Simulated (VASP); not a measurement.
# C in VASP: notebook

Runs on C. Level: PBE. Tasks: single point.

Program: VASP 6.6.1. These are calculated values, not measurements. Logs are shortened: lines on timing, memory, paths and dates and some standing lists are left out, and cuts for length are marked.

## Step 1: The cell of the first run

The cell holds a wire or tube with vacuum around it, 13 atoms: a = 14.100 Å, b = 13.800 Å, c = 2.440 Å, α = 90.00°, β = 90.00°, γ = 90.00°.

## Step 2: Single point, PBE, collinear spin

The input, INCAR:

```
PREC = Accurate ; ENCUT = 520
EDIFF = 1E-6 ; ISMEAR = 0
SIGMA = 0.05 ; LREAL = False
LASPH = True ; NELM = 150
ALGO = Normal ; ISIF = 2
LWAVE = False ; LCHARG = False
ISPIN = 2 ; MAGMOM = 0.3 0.3 0.3 0.3 0.3 0.3 0.3 0.3 0.3 0.3 0.3 0.3 0.3
LORBIT = 11 ; GGA = PE
NBANDS = 42
```

The input, KPOINTS:

```
regular mesh
0
Gamma
  1 1 13
```

The input, POSCAR:

```
C
1.0
   14.1000000000      0.0000000000      0.0000000000
    0.0000000000     13.8000000000      0.0000000000
    0.0000000000      0.0000000000      2.4395839807
C
13
Direct
    0.5000000000      0.3958019071      0.0000000000
    0.6215039545      0.5727504716      0.0000000000
    0.4145673656      0.6110529451      0.5000000000
    0.3901898391      0.3236133547      0.5000000000
    0.5000000000      0.6671830780      0.5000000000
    0.5000000000      0.3460362198      0.5000000000
    0.5854326344      0.6110529451      0.5000000000
    0.6098101609      0.3236133547      0.5000000000
    0.3466813362      0.4194751032      0.5000000000
    0.6533186638      0.4194751032      0.5000000000
    0.3447639995      0.4730211481      0.0000000000
    0.6552360005      0.4730211481      0.0000000000
    0.3784960455      0.5727504716      0.0000000000
```

Potentials or basis: VASP PAW PBE potentials, release 64 (C).

Run with:

```
> cat potpaw_PBE.64/C/POTCAR > POTCAR
> mpirun -np 1 vasp_std > vasp.out
```

OUTCAR:

```text
PREC = Accurate
   ENCUT = 520
   EDIFF = 1E-6
   ISMEAR = 0
   LREAL = False
   LASPH = True
   NELM = 150
   ISIF = 2
   ISPIN = 2
   LORBIT = 11
   GGA = PE

 ion  position               nearest neighbor table
   1  0.500  0.396  0.000-   6 1.40   6 1.40
   2  0.622  0.573  0.000-   7 1.42   7 1.42  12 1.46
   3  0.415  0.611  0.500-  13 1.42  13 1.42   5 1.43
   4  0.390  0.324  0.500-   9 1.46   6 1.58
   5  0.500  0.667  0.500-   3 1.43   7 1.43
   6  0.500  0.346  0.500-   1 1.40   1 1.40   8 1.58   4 1.58
   7  0.585  0.611  0.500-   2 1.42   2 1.42   5 1.43
   8  0.610  0.324  0.500-  10 1.46   6 1.58
   9  0.347  0.419  0.500-  11 1.43  11 1.43   4 1.46
  10  0.653  0.419  0.500-  12 1.43  12 1.43   8 1.46
  11  0.345  0.473  0.000-   9 1.43   9 1.43  13 1.46
  12  0.655  0.473  0.000-  10 1.43  10 1.43   2 1.46
  13  0.378  0.573  0.000-   3 1.42   3 1.42  11 1.46

  LATTYP: Found a simple orthorhombic cell.
 ALAT       =     2.4395839807
 B/A-ratio  =     5.6567021710
 C/A-ratio  =     5.7796739573

  Lattice vectors:

 A1 = (   0.0000000000,   0.0000000000,  -2.4395839807)
 A2 = (   0.0000000000,  13.8000000000,   0.0000000000)
 A3 = (  14.1000000000,   0.0000000000,   0.0000000000)

Analysis of symmetry for initial positions (statically):
=====================================================================
 Subroutine PRICEL returns:
 Original cell was already a primitive cell.

 Routine SETGRP: Setting up the symmetry group for a
 simple orthorhombic supercell.

 Subroutine GETGRP returns: Found  4 space group operations
 (whereof  4 operations were pure point group operations)
 out of a pool of  8 trial point group operations.

The static configuration has the point symmetry C_2v.

Analysis of symmetry for dynamics (positions and initial velocities):
=====================================================================
 Subroutine PRICEL returns:
 Original cell was already a primitive cell.

 Routine SETGRP: Setting up the symmetry group for a
 simple orthorhombic supercell.

 Subroutine GETGRP returns: Found  4 space group operations
 (whereof  4 operations were pure point group operations)
 out of a pool of  8 trial point group operations.

The dynamic configuration has the point symmetry C_2v.

[... 169 lines left out ...]
 fundamental gap:      0.3746583397
 Fermi energy:        -3.0715764388

 spin component 1

 k-point     1 :       0.0000    0.0000    0.0000
  band No.  band energies     occupation
      1     -23.3516      1.00000
      2     -22.0437      1.00000
      3     -21.9694      1.00000
      4     -19.9719      1.00000
      5     -19.9098      1.00000
      6     -16.7693      1.00000
[... 276 lines left out ...]
     37       5.5248      0.00000
     38       6.0261      0.00000
 Fermi energy:        -3.0715764388

 spin component 2

 k-point     1 :       0.0000    0.0000    0.0000
  band No.  band energies     occupation
      1     -23.3515      1.00000
      2     -22.0436      1.00000
      3     -21.9692      1.00000
      4     -19.9718      1.00000
      5     -19.9097      1.00000
      6     -16.7693      1.00000
[... 276 lines left out ...]
     37       5.5249      0.00000
     38       6.0262      0.00000
 [bands above 38 left out]

------------------------ aborting loop because EDIFF is reached ----------------------------------------

  FORCE on cell =-STRESS in cart. coord.  units (eV):
  Direction    XX          YY          ZZ          XY          YZ          ZX
  --------------------------------------------------------------------------------------
  -------------------------------------------------------------------------------------
  Total        0.2160748      0.2714812      0.4624741      0.0000000      0.0000000      0.0000000
  in kB        0.7292907      0.9162973      1.5609320      0.0000000      0.0000000      0.0000000
  external PRESSURE =       1.0688400 kB  Pullay stress =       0.0000000 kB

 VOLUME and BASIS-vectors are now :
 -----------------------------------------------------------------------------
  energy-cutoff  :      520.00
  volume of cell :      474.69
      direct lattice vectors                 reciprocal lattice vectors
    14.100000000  0.000000000  0.000000000     0.070921986  0.000000000  0.000000000
     0.000000000 13.800000000  0.000000000     0.000000000  0.072463768  0.000000000
     0.000000000  0.000000000  2.439583981     0.000000000  0.000000000  0.409905954

 POSITION                                       TOTAL-FORCE (eV/Angst)
 -----------------------------------------------------------------------------------
      7.05000      5.46207      0.00000        -0.000000      0.059995     -0.000000
      8.76321      7.90396      0.00000         0.024629     -0.007831      0.000000
      5.84540      8.43253      1.21979        -0.012373      0.002373     -0.000000
      5.50168      4.46586      1.21979        -0.009521     -0.056072     -0.000000
      7.05000      9.20713      1.21979        -0.000000      0.052176     -0.000000
      7.05000      4.77530      1.21979        -0.000000     -0.039475     -0.000000
      8.25460      8.43253      1.21979         0.012373      0.002373     -0.000000
      8.59832      4.46586      1.21979         0.009521     -0.056072     -0.000000
      4.88821      5.78876      1.21979        -0.026025      0.003827     -0.000000
      9.21179      5.78876      1.21979         0.026025      0.003827     -0.000000
      4.86117      6.52769      0.00000        -0.008244      0.021355     -0.000000
      9.23883      6.52769      0.00000         0.008244      0.021355     -0.000000
      5.33679      7.90396      0.00000        -0.024629     -0.007831     -0.000000
 -----------------------------------------------------------------------------------
    total drift:                               -0.000000      0.000020      0.000000

  FREE ENERGIE OF THE ION-ELECTRON SYSTEM (eV)
  ---------------------------------------------------
  free  energy   TOTEN  =      -103.6380970198 eV

  energy  without entropy=     -103.6334041672  energy(sigma->0) =     -103.63575059

 total charge

# of ion       s       p       d       tot
------------------------------------------
    1        0.965   1.542   0.000   2.507
    2        0.864   1.763   0.000   2.627
    3        0.869   1.740   0.000   2.609
    4        0.900   1.395   0.000   2.295
    5        0.863   1.546   0.000   2.409
    6        0.862   1.761   0.000   2.623
    7        0.869   1.740   0.000   2.609
    8        0.900   1.395   0.000   2.295
    9        0.861   1.759   0.000   2.620
   10        0.861   1.759   0.000   2.620
   11        0.872   1.733   0.000   2.605
   12        0.872   1.733   0.000   2.605
   13        0.864   1.763   0.000   2.627
--------------------------------------------------
tot         11.420  21.631   0.000  33.050

 magnetization (x)

# of ion       s       p       d       tot
------------------------------------------
    1        0.000   0.000   0.000   0.000
    2        0.000   0.000   0.000   0.000
    3       -0.000  -0.000   0.000  -0.000
    4        0.000  -0.000   0.000  -0.000
    5        0.000   0.000   0.000   0.000
    6        0.000  -0.000   0.000   0.000
    7       -0.000  -0.000   0.000  -0.000
    8        0.000  -0.000   0.000  -0.000
    9        0.000   0.000   0.000   0.000
   10        0.000   0.000   0.000   0.000
   11       -0.000   0.000   0.000  -0.000
   12       -0.000   0.000   0.000  -0.000
   13        0.000   0.000   0.000   0.000
--------------------------------------------------
tot          0.000   0.001   0.000   0.001
```

stdout:

```text
POSCAR found type information on POSCAR C
 POSCAR found :  1 types and      13 ions
 scaLAPACK will be used
 LDA part: xc-table for (Slater+PW92), standard interpolation
 POSCAR, INCAR and KPOINTS ok, starting setup
 FFT: planning ... GRIDC
 FFT: planning ... GRID_SOFT
 FFT: planning ... GRID
 WAVECAR not read
 entering main loop
```

Run time: 20 min. Hardware: 1 thread of Oxide Virtual Turin-like, shared host; peak memory 0.69 GiB.

What came out:

| Property | Result |
| --- | --- |
| Free energy | -103.6381 eV |
| Largest force | 0.060 eV/Å |
| Band gap on the k mesh | zero (filled and empty bands overlap) |
| Net moment | 0.00 μB per cell |
| Valence electrons inside the program's atomic spheres | C 2.51, 2.63, 2.61, 2.29, 2.41, 2.62, 2.60 (each value once) |

Forces in eV/Å, atoms in the order of the input:
```
C    0.000  0.060  0.000
C    0.025 -0.008  0.000
C   -0.012  0.002  0.000
C   -0.010 -0.056  0.000
C    0.000  0.052  0.000
C    0.000 -0.039  0.000
C    0.012  0.002  0.000
C    0.010 -0.056  0.000
C   -0.026  0.004  0.000
C    0.026  0.004  0.000
C   -0.008  0.021  0.000
C    0.008  0.021  0.000
C   -0.025 -0.008  0.000
```

Levels at points of the mesh, in eV from the Fermi level:
Spin up:
```
           k point  band 24  band 25  band 26  band 27  band 28  band 29
(0.00, 0.00, 0.00)    -1.66    -1.04     1.07     2.28     2.62     3.68
```
Spin down:
```tsv
k point	band 23	band 24	band 25	band 26	band 27	band 28	band 29	band 30
(0.00, 0.00, 0.00)	-2.20	-1.66	-1.04	1.07	2.28	2.62	3.68	3.75
```

## Step 3: Single point, PBE, collinear spin

This run uses another cell than the first one.

The input, INCAR:

```
SYSTEM = C
PREC = Accurate
ENCUT = 520
EDIFF = 1E-7
ISMEAR = 0
SIGMA = 0.05
LREAL = .False.
LASPH = .True.
NELM = 150
ALGO = Normal
ISIF = 2
LWAVE = .False.
LCHARG = .True.
ISPIN = 2
MAGMOM = 0.3 0.3 0.3 0.3 0.3 0.3 0.3 0.3 0.3 0.3 0.3 0.3 0.3
LORBIT = 11
GGA = PE
LELF = .True.
LVHAR = .True.
NBANDS = 42
```

The input, KPOINTS:

```
Automatic mesh
0
Gamma
  1 1 13
  0 0 0
```

The input, POSCAR:

```
C
1.0
   14.1000000000      0.0000000000      0.0000000000
    0.0000000000     13.8000000000      0.0000000000
    0.0000000000      0.0000000000      2.5254132908
C
13
Direct
    0.5000000000      0.4676496945      0.0000000000
    0.5895536628      0.5323503055      0.0000000000
    0.4104463372      0.5970509165      0.5000000000
    0.4104463372      0.3382484725      0.5000000000
    0.5000000000      0.6617515275      0.5000000000
    0.5000000000      0.4029490835      0.5000000000
    0.5895536628      0.5970509165      0.5000000000
    0.5895536628      0.3382484725      0.5000000000
    0.3208926744      0.4029490835      0.5000000000
    0.6791073256      0.4029490835      0.5000000000
    0.3208926744      0.4676496945      0.0000000000
    0.6791073256      0.4676496945      0.0000000000
    0.4104463372      0.5323503055      0.0000000000
```

Potentials or basis: VASP PAW PBE potentials, release 64 (C).

Run with:

```
> cat potpaw_PBE.64/C/POTCAR > POTCAR
> mpirun -np 1 vasp_std > vasp.out
```

OUTCAR:

```text
SYSTEM = C
   PREC = Accurate
   ENCUT = 520
   EDIFF = 1E-7
   ISMEAR = 0
   LREAL = .False.
   LASPH = .True.
   NELM = 150
   ISIF = 2
   ISPIN = 2
   LORBIT = 11
   GGA = PE

 ion  position               nearest neighbor table
   1  0.500  0.468  0.000-   6 1.55   6 1.55  13 1.55   2 1.55
   2  0.590  0.532  0.000-   7 1.55   7 1.55  12 1.55   1 1.55
   3  0.410  0.597  0.500-  13 1.55  13 1.55   5 1.55
   4  0.410  0.338  0.500-   6 1.55   9 1.55
   5  0.500  0.662  0.500-   3 1.55   7 1.55
   6  0.500  0.403  0.500-   1 1.55   1 1.55   8 1.55   4 1.55
   7  0.590  0.597  0.500-   2 1.55   2 1.55   5 1.55
   8  0.590  0.338  0.500-   6 1.55  10 1.55
   9  0.321  0.403  0.500-  11 1.55  11 1.55   4 1.55
  10  0.679  0.403  0.500-  12 1.55  12 1.55   8 1.55
  11  0.321  0.468  0.000-   9 1.55   9 1.55  13 1.55
  12  0.679  0.468  0.000-  10 1.55  10 1.55   2 1.55
  13  0.410  0.532  0.000-   3 1.55   3 1.55  11 1.55   1 1.55

[... 827 lines left out ...]

  FREE ENERGIE OF THE ION-ELECTRON SYSTEM (eV)
  ---------------------------------------------------
  free  energy   TOTEN  =       -98.6818658342 eV

  energy  without entropy=      -98.6748043488  energy(sigma->0) =      -98.67833509

 total charge

# of ion       s       p       d       tot
------------------------------------------
    1        0.854   1.685   0.000   2.539
    2        0.836   1.674   0.000   2.510
    3        0.847   1.559   0.000   2.406
    4        0.897   1.351   0.000   2.248
    5        0.863   1.384   0.000   2.247
    6        0.837   1.676   0.000   2.513
    7        0.847   1.559   0.000   2.406
    8        0.897   1.351   0.000   2.248
    9        0.839   1.550   0.000   2.389
   10        0.839   1.550   0.000   2.389
   11        0.865   1.529   0.000   2.394
   12        0.865   1.529   0.000   2.394
   13        0.836   1.674   0.000   2.510
--------------------------------------------------
tot         11.123  20.071   0.000  31.194

 magnetization (x)

# of ion       s       p       d       tot
------------------------------------------
    1        0.009   0.042   0.000   0.051
    2        0.007  -0.003   0.000   0.004
    3        0.041   0.227   0.000   0.269
    4        0.001  -0.009   0.000  -0.007
    5        0.006  -0.029   0.000  -0.022
    6        0.010   0.008   0.000   0.018
    7        0.041   0.227   0.000   0.269
    8        0.001  -0.009   0.000  -0.007
    9        0.027   0.106   0.000   0.132
   10        0.027   0.106   0.000   0.132
   11        0.024   0.098   0.000   0.122
   12        0.024   0.098   0.000   0.122
   13        0.007  -0.003   0.000   0.004
--------------------------------------------------
tot          0.226   0.861   0.000   1.087
```

Wall time 25 min (1 thread of Oxide Virtual Turin-like, shared host); peak memory 0.74 GiB.

What came out:

| Item | Value |
| --- | --- |
| Free energy | -98.6819 eV |
| Largest force | 5.665 eV/Å |
| Net moment | 1.94 μB per cell |
| Site moments | C +0.05, +0.00, +0.27, -0.01, -0.02, +0.02, +0.13, +0.12 (each value once) μB |
| Valence electrons inside the program's atomic spheres | C 2.54, 2.51, 2.41, 2.25, 2.39 (each value once) |

Forces on the atoms (eV/Å):
```
C    0.000 -0.772  0.000
C    2.331  3.159  0.000
C    4.091 -0.053  0.000
C   -3.121  2.264  0.000
C    0.000 -3.529  0.000
C    0.000 -1.170  0.000
C   -4.091 -0.053  0.000
C    3.121  2.264  0.000
C    2.831  2.928  0.000
C   -2.831  2.928  0.000
C    1.074 -5.563  0.000
C   -1.074 -5.563  0.000
C   -2.331  3.159  0.000
```

Caveat: a moment this small can come from the mesh or the smearing.

The gap in the log of VASP goes by the Fermi energy; the results here count the filled bands.